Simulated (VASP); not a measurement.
**Sc4AlAs: single point with PBE**

The system is Sc4AlAs.

```
Sc Al As
1.0
     0.00000    4.05182    4.05182
     4.05182    0.00000    4.05182
     4.05182    4.05182    0.00000
Sc Al As
4 1 1
Direct
  0.62433 0.62433 0.12700
  0.62433 0.12700 0.62433
  0.12700 0.62433 0.62433
  0.62433 0.62433 0.62433
  0.25000 0.25000 0.25000
  0.00000 0.00000 0.00000
```

```yaml
Program: VASP 6.6.1
Task: single point
Functional: PBE
Potentials_or_basis: VASP PAW PBE potentials, release 64 (Sc_sv, Al, As)
Cutoff: 500 eV
k_mesh: 8 × 8 × 8
Occupations: gaussian, width 0.1 eV
Spin: no spin polarisation
```

* Pressure: 0.0 GPa
* Band gap on the k mesh: zero (bands 26 and 27 overlap by 0.56 eV)

Levels at points of the mesh, in eV from the Fermi level:
| k point | band 22 | band 23 | band 24 | band 25 | band 26 | band 27 | band 28 | band 29 | band 30 | band 31 |
| --- | --- | --- | --- | --- | --- | --- | --- | --- | --- | --- |
| (0.00, 0.00, 0.00) | -2.76 | -1.08 | -1.08 | -1.08 | -0.45 | -0.45 | -0.45 | 0.26 | 0.26 | 2.26 |
| (0.50, 0.00, 0.00) | -1.56 | -1.12 | -1.12 | -0.09 | -0.09 | -0.06 | 0.24 | 0.86 | 1.09 | 1.09 |
| (0.50, 0.50, 0.00) | -2.41 | -0.66 | -0.64 | -0.64 | -0.31 | 0.35 | 0.49 | 1.12 | 1.12 | 1.29 |

Run time: 2.2 min on 1 thread of Intel(R) Xeon(R) Platinum 8375C CPU @ 2.90GHz (Ice Lake), with other jobs on the host, peak memory 0.32 GiB.
